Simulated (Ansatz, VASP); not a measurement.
# Two plane-wave programs on NaCl

```
CELL_PARAMETERS angstrom
3.85266 0.00000 0.00000
0.00000 3.85266 0.00000
0.00000 0.00000 6.29965
ATOMIC_POSITIONS crystal
Na 0.50000 0.50000 0.50000
Cl 0.00000 0.00000 0.50000
```

Alike in both runs: functional PBE; k mesh 6 × 6 × 4; occupations gaussian, width 0.02 eV; no spin polarisation.

Ansatz relaxed the structure, and its values are those at the end. VASP's run is a single point on that final structure, the one shown.

```csv
,VASP,Ansatz
version,VASP 6.6.1,Ansatz 0.2.0
potentials or method,"VASP PAW PBE potentials, release 64 (Na_pv, Cl), cutoff 520 eV","scalar-relativistic, plane waves, PAW"
valence electrons in the cell,14,16
```

|  | VASP | Ansatz | Ansatz less VASP |
| --- | --- | --- | --- |
| gap on the k mesh at the Fermi level (eV) | 4.57 | 4.57 | +0.001 |
| least direct gap on the mesh (eV) | 4.63 | 4.64 | +0.006 |
| pressure (GPa) | 0.0 | 0.0 | 0.00 |

VASP's potentials hold 14 valence electrons a cell and Ansatz's 16, so a difference there can come from the potentials and not from the codes.
